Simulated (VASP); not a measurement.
# AgCl in VASP: notebook

Aim: see how the results for AgCl move with the level of theory and the settings. Levels: PBE, r2SCAN. Tasks: single point.

All numbers are computed with VASP 6.6.1; they aren't measurements. Logs are shortened: lines on timing, memory, paths and dates and some standing lists are left out, and cuts for length are marked.

## Step 1: The cell of the first run

The structure is tetragonal, space group I4/mmm (No. 139). Conventional cell: a = 3.922 Å, b = 3.922 Å, c = 5.602 Å, α = 90.00°, β = 90.00°, γ = 90.00°. Ag (site symmetry 4/mmm) has 6 Cl at 2.77 to 2.80 Å within 3.7 Å. Cl (site symmetry 4/mmm) has 6 Ag at 2.77 to 2.80 Å within 3.7 Å.

## Step 2: Single point, PBE (uniaxial z strain +1.0%)

File INCAR:

```
SYSTEM = AgCl
PREC = Accurate ; ENCUT = 520
EDIFF = 1E-6 ; ISMEAR = -1
SIGMA = 0.02 ; LREAL = .False.
LASPH = .True. ; NELM = 80
ALGO = Normal ; ISIF = 2
LWAVE = .False. ; LCHARG = .False.
GGA = PE ; NBANDS = 16
```

File KPOINTS:

```
regular mesh
0
Gamma
  8 8 8
  0 0 0
```

File POSCAR:

```
AgCl
1.0
    0.0000000000      2.7731838141      2.8009156523
    2.7731838141      0.0000000000      2.8009156523
    2.7731838141      2.7731838141      0.0000000000
Ag Cl
1 1
Direct
    0.0000000000      0.0000000000      0.0000000000
    0.5000000000      0.5000000000      0.5000000000
```

Potentials or basis: VASP PAW PBE potentials, release 64 (Ag, Cl).

Launch:

```sh
$ cat potpaw_PBE.64/Ag/POTCAR potpaw_PBE.64/Cl/POTCAR > POTCAR
$ mpirun -np 1 vasp_std > vasp.out
```

OUTCAR:

```text
SYSTEM = AgCl
   PREC = Accurate
   ENCUT = 520
   EDIFF = 1E-6
   ISMEAR = -1
   LREAL = .False.
   LASPH = .True.
   NELM = 80
   ISIF = 2
   GGA = PE

 ion  position               nearest neighbor table
   1  0.000  0.000  0.000-   2 2.77   2 2.77   2 2.77   2 2.77   2 2.80   2 2.80
   2  0.500  0.500  0.500-   1 2.77   1 2.77   1 2.77   1 2.77   1 2.80   1 2.80

  LATTYP: Found a body centered tetragonal cell.
 ALAT       =     3.9218741609
 C/A-ratio  =     1.4283556980

  Lattice vectors:

 A1 = (  -2.7731838141,   0.0000000000,   2.8009156523)
 A2 = (   2.7731838141,   0.0000000000,   2.8009156523)
 A3 = (   0.0000000000,   2.7731838141,  -2.8009156523)

Analysis of symmetry for initial positions (statically):
=====================================================================
 Subroutine PRICEL returns:
 Original cell was already a primitive cell.

 Routine SETGRP: Setting up the symmetry group for a
 body centered tetragonal supercell.

 Subroutine GETGRP returns: Found 16 space group operations
 (whereof 16 operations were pure point group operations)
 out of a pool of 16 trial point group operations.

The static configuration has the point symmetry D_4h.

Analysis of symmetry for dynamics (positions and initial velocities):
=====================================================================
 Subroutine PRICEL returns:
 Original cell was already a primitive cell.

 Routine SETGRP: Setting up the symmetry group for a
 body centered tetragonal supercell.

 Subroutine GETGRP returns: Found 16 space group operations
 (whereof 16 operations were pure point group operations)
 out of a pool of 16 trial point group operations.

The dynamic configuration has the point symmetry D_4h.

 Subroutine INISYM returns: Found 16 space group operations
 (whereof 16 operations are pure point group operations),
 and found     1 'primitive' translations

----------------------------------------------------------------------------------------

                                     Primitive cell

  volume of cell :      43.0812

  direct lattice vectors                    reciprocal lattice vectors
     0.000000000  2.773183814  2.800915652    -0.180298182  0.180298182  0.178513051
     2.773183814  0.000000000  2.800915652     0.180298182 -0.180298182  0.178513051
     2.773183814  2.773183814  0.000000000     0.180298182  0.180298182 -0.178513051

  length of vectors
     3.941532311  3.941532311  3.921874161     0.311258379  0.311258379  0.311258379

  position of ions in fractional coordinates (direct lattice)
     0.000000000  0.000000000  0.000000000
     0.500000000  0.500000000  0.500000000

  ion indices of the primitive-cell ions
   primitive index   ion index
                 1           1
                 2           2

----------------------------------------------------------------------------------------

 KPOINTS: regular mesh

Automatic generation of k-mesh.
 Grid dimensions read from file:
 generate k-points for:    8    8    8

 Generating k-lattice:

  Cartesian coordinates                     Fractional coordinates (reciprocal lattice)
    -0.022537273  0.022537273  0.022314131     0.125000000 -0.000000000  0.000000000
     0.022537273 -0.022537273  0.022314131    -0.000000000  0.125000000  0.000000000
     0.022537273  0.022537273 -0.022314131     0.000000000  0.000000000  0.125000000

  Length of vectors
     0.038907297  0.038907297  0.038907297

  Shift w.r.t. Gamma in fractional coordinates (k-lattice)
     0.000000000  0.000000000  0.000000000

 Subroutine IBZKPT returns following result:
 ===========================================

 Found     59 irreducible k-points:

 Following reciprocal coordinates:
            Coordinates               Weight
  0.000000  0.000000  0.000000      1.000000
  0.125000  0.000000  0.000000      8.000000
  0.250000  0.000000  0.000000      8.000000
  0.375000  0.000000  0.000000      8.000000
  0.500000  0.000000  0.000000      4.000000
  0.125000  0.125000  0.000000      2.000000
[... 16 lines left out ...]
  0.250000  0.000000  0.125000     16.000000
  0.375000  0.000000  0.125000     16.000000
 [... further k-points ...]
   k-points           NKPTS =     59   k-points in BZ     NKDIM =     59   number of bands    NBANDS=     16
   number of dos      NEDOS =    301   number of ions     NIONS =      2
   total plane-waves  NPLWV =  27000
   dimension x,y,z NGX =    30 NGY =   30 NGZ =   30
   dimension x,y,z NGXF=    60 NGYF=   60 NGZF=   60
   ions per type =               1   1
   NGX,Y,Z   is equivalent  to a cutoff of  12.65, 12.65, 12.72 a.u.
   NGXF,Y,Z  is equivalent  to a cutoff of  25.31, 25.31, 25.43 a.u.
 SYSTEM =  AgCl
   PREC   = accura    normal or accurate (medium, high low for compatibility)
   ISTART =      0    job   : 0-new  1-cont  2-samecut
   ICHARG =      2    charge: 1-file 2-atom 10-const
   ISPIN  =      1    spin polarized calculation?
   LNONCOLLINEAR =      F non collinear calculations
   LSORBIT =      F    spin-orbit coupling
   LASPH  =      T    aspherical Exc in radial PAW
   ENCUT  =  520.0 eV  38.22 Ry    6.18 a.u.   7.33  7.33  7.29*2*pi/ulx,y,z
   NELM   =     80;   NELMIN=  2; NELMDL= -5     # of ELM steps
   EDIFF  = 0.1E-05   stopping-criterion for ELM
   LREAL  =      F    real-space projection
   EDIFFG = 0.1E-04   stopping-criterion for IOM
   NSW    =      0    number of steps for IOM
   IBRION =     -1    ionic relax: 0-MD 1-quasi-New 2-CG
   NFREE  =      0    steps in history (QN), initial steepest desc. (CG)
   ISIF   =      2    stress and relaxation
   ISYM   =      2    0-nonsym 1-usesym 2-fastsym
   POTIM  = 0.5000    time-step for ionic-motion
   TEBEG  =    0.0;   TEEND  =   0.0 temperature during run
   PSTRESS=    0.0 pullay stress
   NELECT =      18.0000    total number of electrons
   NUPDOWN=      -1.0000    fix difference up-down
   EMIN   =  10.00;   EMAX   =-10.00  energy-range for DOS
   EFERMI =   0.00;   METHOD = LEGACY
   ISMEAR =    -1;   SIGMA  =   0.02  broadening in eV -4-tet -1-fermi 0-gaus
   EFERMI_NEDOS =   21; number of points for ismear=-14 and -15
   IALGO  =     38    algorithm
   IMIX   =      4    mixing-type and parameters
     AMIX     =   0.40;   BMIX     =  1.00
     AMIX_MAG =   1.60;   BMIX_MAG =  1.00
  volume/ion in A,a.u.               =      21.54       145.36
  Fermi-wavevector in a.u.,A,eV,Ry     =   1.223874  2.312786 20.379711  1.497866
  Thomas-Fermi vector in A             =   2.358969
   LORBIT       =      0    0 simple, 1 ext, 2 COOP (PROOUT), +10 PAW based schemes
   GGA     = PE    functional components
   LHFCALC =     F    Hartree Fock is set to
   AEXX    =    0.0000 exact exchange contribution
   IVDW    =     0    specifies the selected vdW correction
   LEPSILON=     F    determine dielectric tensor
   LRPA    =     F    only Hartree local field effects (RPA)
 non-spin polarized calculation
  energy-cutoff  :      520.00
  volume of cell :       43.08
 maximum number of plane-waves:      1179
 NGX is ok and might be reduce to    30
   NGX = 15   NGY = 15   NGZ = 15

 number of electron      18.0000003 magnetization

 Free energy of the ion-electron system (eV)
  ---------------------------------------------------
  ext. energy  EPLUGINS =         0.00000000
  ---------------------------------------------------
  free energy    TOTEN  =        -5.39771580 eV

  energy without entropy =       -5.39771580  energy(sigma->0) =       -5.39771580

 E-fermi :   4.1730     XC(G=0):  -9.9128

 val. band max:        3.7222912337   @ k =   0.5000   0.0000   0.0000
 cond. band min:       4.6035283108   @ k =   0.0000   0.0000   0.0000
 fundamental gap:      0.8812370772
 Fermi energy:         4.1729764327

 k-point     1 :       0.0000    0.0000    0.0000
  band No.  band energies     occupation
      1     -11.3908      2.00000
      2       1.2759      2.00000
      3       1.2992      2.00000
      4       1.2992      2.00000
      5       1.3306      2.00000
      6       1.3329      2.00000
[... 8 lines left out ...]
     15      16.7958      0.00000
     16      17.0270      0.00000

 k-point     2 :       0.1250    0.0000    0.0000
  band No.  band energies     occupation
      1     -11.3325      2.00000
      2       0.5901      2.00000
      3       0.6400      2.00000
      4       0.6637      2.00000
      5       1.3392      2.00000
      6       1.3500      2.00000
[... 8 lines left out ...]
     15      15.7510      0.00000
     16      16.4167      0.00000

 k-point     3 :       0.2500    0.0000    0.0000
  band No.  band energies     occupation
      1     -11.1861      2.00000
      2      -0.4214      2.00000
      3       0.0709      2.00000
      4       0.0992      2.00000
      5       1.4648      2.00000
      6       1.4695      2.00000
[... 8 lines left out ...]
     15      15.9662      0.00000
     16      16.2754      0.00000

 k-point     4 :       0.3750    0.0000    0.0000
  band No.  band energies     occupation
      1     -11.0306      2.00000
      2      -1.1856      2.00000
      3      -0.2912      2.00000
      4      -0.2598      2.00000
      5       1.5935      2.00000
      6       1.5956      2.00000
[... 8 lines left out ...]
     15      16.8144      0.00000
     16      16.8615      0.00000
[... 324 lines left out ...]
 k-point    22 :       0.1250    0.0000    0.1250
  band No.  band energies     occupation
      1     -11.3142      2.00000
      2       0.0963      2.00000
      3       0.9120      2.00000
      4       0.9430      2.00000
      5       1.2517      2.00000
      6       1.3595      2.00000
[... 8 lines left out ...]
     15      17.5867      0.00000
     16      17.7561      0.00000

 k-point    23 :       0.2500    0.0000    0.1250
  band No.  band energies     occupation
      1     -11.2019      2.00000
      2      -0.4682      2.00000
      3       0.3816      2.00000
      4       0.4612      2.00000
      5       1.3136      2.00000
      6       1.4857      2.00000
[... 8 lines left out ...]
     15      17.1186      0.00000
     16      17.6881      0.00000

 k-point    24 :       0.3750    0.0000    0.1250
  band No.  band energies     occupation
      1     -11.0549      2.00000
      2      -0.9767      2.00000
      3      -0.1862      2.00000
      4      -0.0191      2.00000
      5       1.4533      2.00000
      6       1.6193      2.00000
[... 8 lines left out ...]
     15      17.4972      0.00000
     16      17.6433      0.00000

 [... further k-points ...]

------------------------ aborting loop because EDIFF is reached ----------------------------------------

  FORCE on cell =-STRESS in cart. coord.  units (eV):
  Direction    XX          YY          ZZ          XY          YZ          ZX
  --------------------------------------------------------------------------------------
  -------------------------------------------------------------------------------------
  Total        0.2864157      0.2864157      0.2284373      0.0000000     -0.0000000      0.0000000
  in kB       10.6517296     10.6517296      8.4955262      0.0000000     -0.0000000      0.0000000
  external PRESSURE =       9.9329951 kB  Pullay stress =       0.0000000 kB

 VOLUME and BASIS-vectors are now :
 -----------------------------------------------------------------------------
  energy-cutoff  :      520.00
  volume of cell :       43.08
      direct lattice vectors                 reciprocal lattice vectors
     0.000000000  2.773183814  2.800915652    -0.180298182  0.180298182  0.178513051
     2.773183814  0.000000000  2.800915652     0.180298182 -0.180298182  0.178513051
     2.773183814  2.773183814  0.000000000     0.180298182  0.180298182 -0.178513051

 POSITION                                       TOTAL-FORCE (eV/Angst)
 -----------------------------------------------------------------------------------
      0.00000      0.00000      0.00000        -0.000000     -0.000000      0.000000
      2.77318      2.77318      2.80092         0.000000      0.000000      0.000000
 -----------------------------------------------------------------------------------
    total drift:                               -0.000000      0.000000      0.000000

  FREE ENERGIE OF THE ION-ELECTRON SYSTEM (eV)
  ---------------------------------------------------
  free  energy   TOTEN  =        -5.3977157965 eV

  energy  without entropy=       -5.3977157965  energy(sigma->0) =       -5.39771580
```

It took 45 s on 1 thread of Intel Xeon Platinum 8488C (Sapphire Rapids), shared host; peak memory 0.19 GiB.

Results:

| Item | Value |
| --- | --- |
| Free energy | -5.3977 eV |
| Pressure | 1.0 GPa |
| Band gap on the k mesh | 0.88 eV (least direct gap 3.15 eV) |

Stress tensor (GPa, compression positive):
```
1.07 0.00 0.00
0.00 1.07 0.00
0.00 0.00 0.85
```

Caveat: the cell differs from its parent crystal (uniaxial z strain +1.0%). A k mesh can miss the band edges.

(Part 1 of 2 ends here.)
